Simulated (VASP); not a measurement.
**W: single point with LDA**

The system is W.

```xyz
2
Lattice="0.0000 2.7778 2.7778 2.7778 0.0000 2.7778 2.7778 2.7778 0.0000" Properties=species:S:1:pos:R:3 pbc="T T T"
W     0.6944    0.6944    0.6944
W     4.8611    4.8611    4.8611
```

This isn't the form of W at room conditions, which is bcc.

```
Program                : VASP 6.6.1
Task                   : single point
Functional             : LDA
Potentials or basis    : VASP PAW LDA potentials, release 64 (W_sv)
Cutoff                 : 520 eV
k mesh                 : 11 × 11 × 11
Occupations            : fermi-dirac, width 0.1 eV
Spin                   : no spin polarisation
Dipole correction      : no
Further INCAR settings : ALGO = Normal; EDIFF = 1e-06; NBANDS = 21
```

The pressure is 15.1 GPa. The band gap on the k mesh is zero (bands 14 and 15 overlap by 0.95 eV).

Levels at points of the mesh, in eV from the Fermi level:
```tsv
k point	band 12	band 13	band 14	band 15	band 16	band 17
(0.00, 0.00, 0.00)	-1.27	-1.27	-1.27	1.69	1.69	1.69
```

Wall time 23 s on 1 thread of Intel(R) Xeon(R) 6975P-C (Granite Rapids) (shared host), peak memory 0.16 GiB.

Caveat: the cell stands under pressure; spin-orbit coupling is left out, which moves the levels of the heavy elements.
